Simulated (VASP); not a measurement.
# InSe (P6_3/mmc) in VASP: notebook

The runs below take InSe through single point, relaxation of cell and atoms, with PBE+D3(BJ).

Program: VASP 6.6.1. These are calculated values, not measurements. Logs are shortened: lines on timing, memory, paths and dates and some standing lists are left out, and cuts for length are marked.

## 1. The cell of the first run

The structure is hexagonal, space group P6_3/mmc (No. 194). Conventional cell: a = 4.033 Å, b = 4.033 Å, c = 16.767 Å, α = 90.00°, β = 90.00°, γ = 120.00°. Within 3.5 Å of In (site symmetry 3m) lie 3 Se at 2.66 Å and 1 In at 2.79 Å. Se (site symmetry 3m) has 3 In at 2.66 Å within 3.5 Å.

## 2. Single point, PBE+D3(BJ)

INCAR reads:

```
SYSTEM = InSe
ALGO     = Normal         ! electronic algorithm
EDIFF    = 1E-7           ! SCF threshold, eV
ENCUT    = 520            ! plane-wave cutoff, eV
GGA      = PE             ! functional
ISIF     = 2              ! what is computed and relaxed
ISMEAR   = -1             ! smearing method
IVDW     = 12             ! dispersion correction
LASPH    = .True.         ! aspherical terms in the spheres
LCHARG   = .False.        ! write CHGCAR
LREAL    = .False.        ! projectors in reciprocal space
LWAVE    = .False.        ! write WAVECAR
NBANDS   = 48             ! bands
NELM     = 100            ! most SCF steps
PREC     = Accurate       ! precision mode
SIGMA    = 0.02           ! smearing width, eV
```

KPOINTS reads:

```
k-points
0
Gamma
  6 6 2
  0 0 0
```

POSCAR reads:

```
InSe
1.0
    4.0334761338      0.0000000000      0.0000000000
   -2.0167380669      3.4930927974      0.0000000000
    0.0000000000      0.0000000000     16.7666491384
In Se
4 4
Direct
    0.3333333333      0.6666666667      0.1666749070
    0.6666666667      0.3333333333      0.6666749070
    0.3333333333      0.6666666667      0.3333250930
    0.6666666667      0.3333333333      0.8333250930
    0.3333333333      0.6666666667      0.5899964131
    0.6666666667      0.3333333333      0.0899964131
    0.3333333333      0.6666666667      0.9100035869
    0.6666666667      0.3333333333      0.4100035869
```

Potentials or basis: VASP PAW PBE potentials, release 64 (In_d, Se).

On the command line:

```console
> cat potpaw_PBE.64/In_d/POTCAR potpaw_PBE.64/Se/POTCAR > POTCAR
> mpirun -np 1 vasp_std > vasp.out
```

OUTCAR:

```text
SYSTEM = InSe
   EDIFF = 1E-7
   ENCUT = 520
   GGA = PE
   ISIF = 2
   ISMEAR = -1
   IVDW = 12
   LASPH = .True.
   LREAL = .False.
   NELM = 100
   PREC = Accurate
 IVDW          = 12

 ion  position               nearest neighbor table
   1  0.333  0.667  0.167-   6 2.66   6 2.66   6 2.66   3 2.79
   2  0.667  0.333  0.667-   5 2.66   5 2.66   5 2.66   4 2.79
   3  0.333  0.667  0.333-   8 2.66   8 2.66   8 2.66   1 2.79
   4  0.667  0.333  0.833-   7 2.66   7 2.66   7 2.66   2 2.79
   5  0.333  0.667  0.590-   2 2.66   2 2.66   2 2.66
   6  0.667  0.333  0.090-   1 2.66   1 2.66   1 2.66
   7  0.333  0.667  0.910-   4 2.66   4 2.66   4 2.66
   8  0.667  0.333  0.410-   3 2.66   3 2.66   3 2.66

  LATTYP: Found a hexagonal cell.
 ALAT       =     4.0334761338
 C/A-ratio  =     4.1568732731

  Lattice vectors:

 A1 = (   4.0334761338,   0.0000000000,   0.0000000000)
 A2 = (  -2.0167380669,   3.4930927974,   0.0000000000)
 A3 = (   0.0000000000,   0.0000000000,  16.7666491384)

Analysis of symmetry for initial positions (statically):
=====================================================================
 Subroutine PRICEL returns:
 Original cell was already a primitive cell.

 Routine SETGRP: Setting up the symmetry group for a
 hexagonal supercell.

 Subroutine GETGRP returns: Found 24 space group operations
 (whereof 12 operations were pure point group operations)
 out of a pool of 24 trial point group operations.

The static configuration has the point symmetry D_3d.
 The point group associated with its full space group is D_6h.

Analysis of symmetry for dynamics (positions and initial velocities):
=====================================================================
 Subroutine PRICEL returns:
 Original cell was already a primitive cell.

 Routine SETGRP: Setting up the symmetry group for a
 hexagonal supercell.

 Subroutine GETGRP returns: Found 24 space group operations
 (whereof 12 operations were pure point group operations)
 out of a pool of 24 trial point group operations.

The dynamic configuration has the point symmetry D_3d.
 The point group associated with its full space group is D_6h.

 Subroutine INISYM returns: Found 24 space group operations
 (whereof 12 operations are pure point group operations),
 and found     1 'primitive' translations

----------------------------------------------------------------------------------------

                                     Primitive cell

  volume of cell :     236.2305

  direct lattice vectors                    reciprocal lattice vectors
     4.033476134  0.000000000  0.000000000     0.247925106  0.143139627  0.000000000
    -2.016738067  3.493092797  0.000000000     0.000000000  0.286279254  0.000000000
     0.000000000  0.000000000 16.766649138     0.000000000  0.000000000  0.059642209

  length of vectors
     4.033476134  4.033476134 16.766649138     0.286279254  0.286279254  0.059642209

  position of ions in fractional coordinates (direct lattice)
     0.333333333  0.666666667  0.166674907
     0.666666667  0.333333333  0.666674907
     0.333333333  0.666666667  0.333325093
     0.666666667  0.333333333  0.833325093
     0.333333333  0.666666667  0.589996413
     0.666666667  0.333333333  0.089996413
     0.333333333  0.666666667  0.910003587
     0.666666667  0.333333333  0.410003587

  ion indices of the primitive-cell ions
   primitive index   ion index
                 1           1
                 2           2
                 3           3
                 4           4
                 5           5
                 6           6
                 7           7
                 8           8

----------------------------------------------------------------------------------------

 KPOINTS: k-points

Automatic generation of k-mesh.
 Grid dimensions read from file:
 generate k-points for:    6    6    2

 Generating k-lattice:

  Cartesian coordinates                     Fractional coordinates (reciprocal lattice)
     0.041320851  0.023856604  0.000000000     0.166666667  0.000000000  0.000000000
     0.000000000  0.047713209  0.000000000     0.000000000  0.166666667  0.000000000
     0.000000000  0.000000000  0.029821105     0.000000000  0.000000000  0.500000000

  Length of vectors
     0.047713209  0.047713209  0.029821105

  Shift w.r.t. Gamma in fractional coordinates (k-lattice)
     0.000000000  0.000000000  0.000000000

 Subroutine IBZKPT returns following result:
 ===========================================

 Found     14 irreducible k-points:

 Following reciprocal coordinates:
            Coordinates               Weight
  0.000000  0.000000  0.000000      1.000000
  0.166667  0.000000  0.000000      6.000000
  0.333333 -0.000000  0.000000      6.000000
  0.500000  0.000000  0.000000      3.000000
  0.166667  0.166667  0.000000      6.000000
  0.333333  0.166667  0.000000     12.000000
  0.333333  0.333333  0.000000      2.000000
  0.000000  0.000000  0.500000      1.000000
  0.166667  0.000000  0.500000      6.000000
  0.333333 -0.000000  0.500000      6.000000
  0.500000  0.000000  0.500000      3.000000
  0.166667  0.166667  0.500000      6.000000
  0.333333  0.166667  0.500000     12.000000
  0.333333  0.333333  0.500000      2.000000
   k-points           NKPTS =     14   k-points in BZ     NKDIM =     14   number of bands    NBANDS=     48
   number of dos      NEDOS =    301   number of ions     NIONS =      8
   total plane-waves  NPLWV = 113400
   dimension x,y,z NGX =    30 NGY =   30 NGZ =  126
   dimension x,y,z NGXF=    60 NGYF=   60 NGZF=  252
   ions per type =               4   4
   NGX,Y,Z   is equivalent  to a cutoff of  12.36, 12.36, 12.49 a.u.
   NGXF,Y,Z  is equivalent  to a cutoff of  24.73, 24.73, 24.99 a.u.
 SYSTEM =  InSe
   PREC   = accura    normal or accurate (medium, high low for compatibility)
   ISTART =      0    job   : 0-new  1-cont  2-samecut
   ICHARG =      2    charge: 1-file 2-atom 10-const
   ISPIN  =      1    spin polarized calculation?
   LNONCOLLINEAR =      F non collinear calculations
   LSORBIT =      F    spin-orbit coupling
   LASPH  =      T    aspherical Exc in radial PAW
   ENCUT  =  520.0 eV  38.22 Ry    6.18 a.u.   7.50  7.50 31.17*2*pi/ulx,y,z
   NELM   =    100;   NELMIN=  2; NELMDL= -5     # of ELM steps
   EDIFF  = 0.1E-06   stopping-criterion for ELM
   LREAL  =      F    real-space projection
   EDIFFG = 0.1E-05   stopping-criterion for IOM
   NSW    =      0    number of steps for IOM
   IBRION =     -1    ionic relax: 0-MD 1-quasi-New 2-CG
   NFREE  =      0    steps in history (QN), initial steepest desc. (CG)
   ISIF   =      2    stress and relaxation
   ISYM   =      2    0-nonsym 1-usesym 2-fastsym
   POTIM  = 0.5000    time-step for ionic-motion
   TEBEG  =    0.0;   TEEND  =   0.0 temperature during run
   PSTRESS=    0.0 pullay stress
   NELECT =      76.0000    total number of electrons
   NUPDOWN=      -1.0000    fix difference up-down
   EMIN   =  10.00;   EMAX   =-10.00  energy-range for DOS
   EFERMI =   0.00;   METHOD = LEGACY
   ISMEAR =    -1;   SIGMA  =   0.02  broadening in eV -4-tet -1-fermi 0-gaus
   EFERMI_NEDOS =   21; number of points for ismear=-14 and -15
   IALGO  =     38    algorithm
   IMIX   =      4    mixing-type and parameters
     AMIX     =   0.40;   BMIX     =  1.00
     AMIX_MAG =   1.60;   BMIX_MAG =  1.00
  volume/ion in A,a.u.               =      29.53       199.27
  Fermi-wavevector in a.u.,A,eV,Ry     =   1.121762  2.119823 17.120892  1.258350
  Thomas-Fermi vector in A             =   2.258418
   LORBIT       =      0    0 simple, 1 ext, 2 COOP (PROOUT), +10 PAW based schemes
   GGA     = PE    functional components
   LHFCALC =     F    Hartree Fock is set to
   AEXX    =    0.0000 exact exchange contribution
   IVDW    =    12    specifies the selected vdW correction
   LEPSILON=     F    determine dielectric tensor
   LRPA    =     F    only Hartree local field effects (RPA)
 non-spin polarized calculation
  energy-cutoff  :      520.00
  volume of cell :      236.23
 maximum number of plane-waves:      6408
 NGX is ok and might be reduce to    30
   NGX = 15   NGY = 15   NGZ = 63

 number of electron      76.0000014 magnetization

 Free energy of the ion-electron system (eV)
  ---------------------------------------------------
  ext. energy  EPLUGINS =         0.00000000
  ---------------------------------------------------
  free energy    TOTEN  =       -28.31252928 eV

  energy without entropy =      -28.31252757  energy(sigma->0) =      -28.31252843

 E-fermi :   4.1830     XC(G=0):  -8.8680

 val. band max:        4.0079468698   @ k =   0.0000   0.0000   0.0000
 cond. band min:       4.3580018427   @ k =   0.0000   0.0000   0.0000
 fundamental gap:      0.3500549729
 Fermi energy:         4.1829749699

 k-point     1 :       0.0000    0.0000    0.0000
  band No.  band energies     occupation
      1     -10.7822      2.00000
      2     -10.7814      2.00000
      3     -10.5970      2.00000
      4     -10.5970      2.00000
      5     -10.5966      2.00000
      6     -10.5966      2.00000
[... 40 lines left out ...]
     47       9.0984      0.00000
     48       9.3920      0.00000

 k-point     2 :       0.1667    0.0000    0.0000
  band No.  band energies     occupation
      1     -10.7841      2.00000
      2     -10.7839      2.00000
      3     -10.6785      2.00000
      4     -10.6692      2.00000
      5     -10.6112      2.00000
      6     -10.6009      2.00000
[... 40 lines left out ...]
     47       8.4905      0.00000
     48       8.8988      0.00000

 k-point     3 :       0.3333   -0.0000    0.0000
  band No.  band energies     occupation
      1     -10.8510      2.00000
      2     -10.8440      2.00000
      3     -10.7440      2.00000
      4     -10.7323      2.00000
      5     -10.7268      2.00000
      6     -10.7226      2.00000
[... 550 lines left out ...]
     47       8.5053      0.00000
     48       8.5053      0.00000

 k-point    14 :       0.3333    0.3333    0.5000
  band No.  band energies     occupation
      1     -10.8930      2.00000
      2     -10.8930      2.00000
      3     -10.7989      2.00000
      4     -10.7989      2.00000
      5     -10.7227      2.00000
      6     -10.7227      2.00000
[... 40 lines left out ...]
     47       9.6025      0.00000
     48       9.6025      0.00000

------------------------ aborting loop because EDIFF is reached ----------------------------------------

 Edisp (eV)   -2.37157

 E8    (eV) :    -1.0867

  FORCE on cell =-STRESS in cart. coord.  units (eV):
  Direction    XX          YY          ZZ          XY          YZ          ZX
  --------------------------------------------------------------------------------------
  -------------------------------------------------------------------------------------
  Total       0.07625     0.07625     0.02810     0.00000     0.00000    -0.00000
  in kB       0.51718     0.51718     0.19059     0.00000     0.00000    -0.00000
  external pressure =        0.41 kB  Pullay stress =        0.00 kB

 VOLUME and BASIS-vectors are now :
 -----------------------------------------------------------------------------
  energy-cutoff  :      520.00
  volume of cell :      236.23
      direct lattice vectors                 reciprocal lattice vectors
     4.033476134  0.000000000  0.000000000     0.247925106  0.143139627  0.000000000
    -2.016738067  3.493092797  0.000000000     0.000000000  0.286279254  0.000000000
     0.000000000  0.000000000 16.766649138     0.000000000  0.000000000  0.059642209

 POSITION                                       TOTAL-FORCE (eV/Angst)
 -----------------------------------------------------------------------------------
     -0.00000      2.32873      2.79458        -0.000000      0.000000      0.017370
      2.01674      1.16436     11.17790        -0.000000     -0.000000      0.017370
     -0.00000      2.32873      5.58874         0.000000      0.000000     -0.017370
      2.01674      1.16436     13.97207         0.000000     -0.000000     -0.017370
     -0.00000      2.32873      9.89226        -0.000000      0.000000     -0.017017
      2.01674      1.16436      1.50894         0.000000      0.000000     -0.017017
     -0.00000      2.32873     15.25771        -0.000000     -0.000000      0.017017
      2.01674      1.16436      6.87439         0.000000      0.000000      0.017017
 -----------------------------------------------------------------------------------
    total drift:                               -0.000000      0.000000      0.000000

  FREE ENERGIE OF THE ION-ELECTRON SYSTEM (eV)
  ---------------------------------------------------
  free  energy   TOTEN  =       -30.6840962403 eV

  energy  without entropy=      -30.6840945259  energy(sigma->0) =      -30.68409538
```

Wall time 3.2 min (1 thread of Intel Xeon Platinum 8259CL at 2.50GHz (Skylake/Cascade Lake), shared host); peak memory 0.39 GiB.

What came out:

```
Free energy                : -30.6841 eV
Pressure                   : 0.0 GPa
Largest force              : 0.017 eV/Å
Band gap on the k mesh     : 0.35 eV, direct
Dispersion energy per atom : -0.296 eV
```

Forces in eV/Å, atoms in the order of the input:
```
In   0.000  0.000  0.017
In   0.000  0.000  0.017
In   0.000  0.000 -0.017
In   0.000  0.000 -0.017
Se   0.000  0.000 -0.017
Se   0.000  0.000 -0.017
Se   0.000  0.000  0.017
Se   0.000  0.000  0.017
```

Levels at points of the mesh, in eV from the valence-band top:
```
           k point  band 34  band 35  band 36  band 37  band 38  band 39  band 40  band 41  band 42  band 43
(0.00, 0.00, 0.00)    -1.18    -1.18    -1.10    -1.10     0.00     0.35     1.72     2.11     2.11     4.18
(0.50, 0.00, 0.00)    -2.17    -2.08    -2.07    -1.98    -1.35     1.11     1.21     1.92     1.94     3.33
(0.00, 0.00, 0.50)    -1.13    -1.13    -1.13    -0.92    -0.92     1.21     1.21     2.12     2.12     4.25
(0.50, 0.00, 0.50)    -2.29    -2.05    -2.05    -1.71    -1.71     1.46     1.46     1.58     1.58     3.54
```

Caveat: spin-orbit coupling is left out, which moves the levels of the heavy elements.

(Part 1 of 2 ends here.)
